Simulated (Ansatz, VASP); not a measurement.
# InP: VASP beside Ansatz

```xyz
2
Lattice="0.0000 2.7088 2.7088 2.7088 0.0000 2.7088 2.7088 2.7088 0.0000" Properties=species:S:1:pos:R:3 pbc="T T T"
In    0.0000    0.0000    0.0000
P     2.7088    2.7088    2.7088
```

Alike in both runs: task single point; functional LDA; k mesh 14 × 14 × 14; occupations gaussian, width 0.15 eV; no spin polarisation.

|  | VASP | Ansatz |
| --- | --- | --- |
| version | VASP 6.6.1 | Ansatz 0.2.0 |
| potentials or method | VASP PAW LDA potentials, release 64 (In_d, P), cutoff 520 eV | scalar-relativistic, plane waves, PAW |
| valence electrons in the cell | 18 | 18 |

|  | VASP | Ansatz | Ansatz less VASP |
| --- | --- | --- | --- |
| gap on the k mesh at the Fermi level (eV) | none | none | - |
| pressure (GPa) | 0.0 | 0.0 | -0.06 |

Ansatz warns that its potentials were made for another functional, while VASP's fit it. LDA's correlation is that of Perdew and Zunger in VASP and of Perdew and Wang (1992) in Ansatz. A gap of «none» marks a metal or a gap that the smearing closes.
